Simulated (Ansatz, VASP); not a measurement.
**TiAl: VASP beside Ansatz**

```
Ti Al
1.0
     2.85869    0.00000    0.00000
    -1.42934    2.47570    0.00000
     0.00000    0.00000    4.24307
Ti Al
1 1
Direct
  0.00000 0.00000 0.00000
  0.33333 0.66667 0.50000
```

Alike in both runs: task single point; functional PBEsol; k mesh 18 × 18 × 10; occupations gaussian, width 0.1 eV; no spin polarisation.

|  | VASP | Ansatz |
| --- | --- | --- |
| version | VASP 6.6.1 | Ansatz 0.2.0 |
| potentials or method | VASP PAW PBE potentials, release 64 (Ti_sv, Al), cutoff 520 eV | scalar-relativistic, plane waves, PAW |
| valence electrons in the cell | 15 | 15 |

```csv
,VASP,Ansatz,Ansatz less VASP
gap on the k mesh at the Fermi level (eV),none,none,-
pressure (GPa),12.3,12.3,-0.01
"traceless stress, the component that is largest in VASP (GPa)",10.21,10.13,-0.073
```

VASP's potentials were made for PBE, not for PBEsol. A gap of «none» marks a metal or a gap that the smearing closes. The functional is the same, so the differences come from potentials, cutoffs and numerics.
